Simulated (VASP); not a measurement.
The system is C.

```
C
1.0
     2.12732   -1.22828    0.00000
     2.12732    1.22828    0.00000
    -1.37907    0.00000    3.50283
C
2
Cartesian
  -0.6699 0.0000 3.5025
  3.5455 0.0000 0.0003
```

```yaml
Program: VASP 6.6.1
Task: relaxation of cell and atoms
Functional: revPBE
Potentials_or_basis: VASP PAW PBE potentials, release 64 (C)
Cutoff: 600 eV
k_mesh: 13 × 13 × 8
Occupations: fermi-dirac, width 0.05 eV
Spin: no spin polarisation
```

At the start: pressure 6.7 GPa; volume 9.15 Å³/atom.

Problem. Where does the relaxation end?

Solution. Over 22 steps the energy falls by 21.8 meV/atom and the volume is 11.28 Å³/atom (+23.2 %); space group R-3m (No. 166, to 0.05 Å).

Step by step:
```csv
step,energy change (eV),largest force (eV/Å),pressure (GPa),volume (Å³)
1,0.0000,0.0047,6.69,18.31
2,0.0224,0.0076,-10.21,19.34
3,-0.0077,0.0021,0.57,18.65
4,-0.0110,0.0042,0.50,18.81
5,-0.0193,0.0215,0.34,19.31
6,-0.0314,0.0575,0.11,20.30
7,-0.0428,0.1318,-0.32,22.28
8,0.0692,3.2699,7.50,22.45
9,-0.0433,0.0266,0.04,22.29
10,-0.0433,0.0368,0.09,22.29
11,-0.0433,0.0400,0.10,22.29
12,-0.0418,0.3072,0.70,22.39
13,-0.0433,0.0152,0.19,22.31
14,-0.0433,0.0633,-0.58,22.49
15,-0.0434,0.0265,-0.12,22.38
16,-0.0435,0.0206,-0.08,22.43
17,-0.0435,0.0181,-0.03,22.45
18,-0.0435,0.0140,0.01,22.50
19,-0.0436,0.0127,0.03,22.52
20,-0.0436,0.0129,0.08,22.57
21,-0.0436,0.0103,0.07,22.56
22,-0.0436,0.0090,0.07,22.56
```

Final structure:
```xyz
2
Lattice="2.1429 -1.2375 -0.0035 2.1429 1.2375 -0.0035 -1.3949 0.0000 4.2560" Properties=species:S:1:pos:R:3 pbc="T T T"
C     0.7144    0.0000   -0.0011
C     2.1766    0.0000    4.2500
```

Caveat: the volume moved by over 15 % at a fixed basis, so the end points are rough; the PAW data sets were made with another functional, which shifts forces and pressure a little; this functional lacks dispersion, which binds the layers, so the pressure and a relaxed spacing across them are unreliable.
